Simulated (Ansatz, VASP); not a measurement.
**Two plane-wave programs on InAs**

```
In As
1.0
     0.00000    3.66954    3.05897
     3.05897    0.00000    3.05897
     3.05897    3.66954    0.00000
In As
1 1
Direct
  0.00000 0.00000 0.00000
  0.75000 0.75000 0.75000
```

Alike in both runs: task single point; functional PBE; k mesh 14 × 14 × 14; occupations gaussian, width 0.15 eV; no spin polarisation.

```csv
,VASP,Ansatz
version,VASP 6.6.1,Ansatz 0.2.0
potentials or method,"VASP PAW PBE potentials, release 64 (In_d, As), cutoff 520 eV","scalar-relativistic, plane waves, PAW"
valence electrons in the cell,18,28
```

```tsv
	VASP	Ansatz	Ansatz less VASP
gap on the k mesh at the Fermi level (eV)	none	none	-
pressure (GPa)	-5.1	-5.1	0.00
traceless stress, the component that is largest in VASP (GPa)	-4.75	-4.75	-0.001
```

A gap of «none» marks a metal or a gap that the smearing closes. The functional is the same, so the differences come from potentials, cutoffs and numerics. VASP's potentials hold 18 valence electrons a cell and Ansatz's 28, so a difference there can come from the potentials and not from the codes.
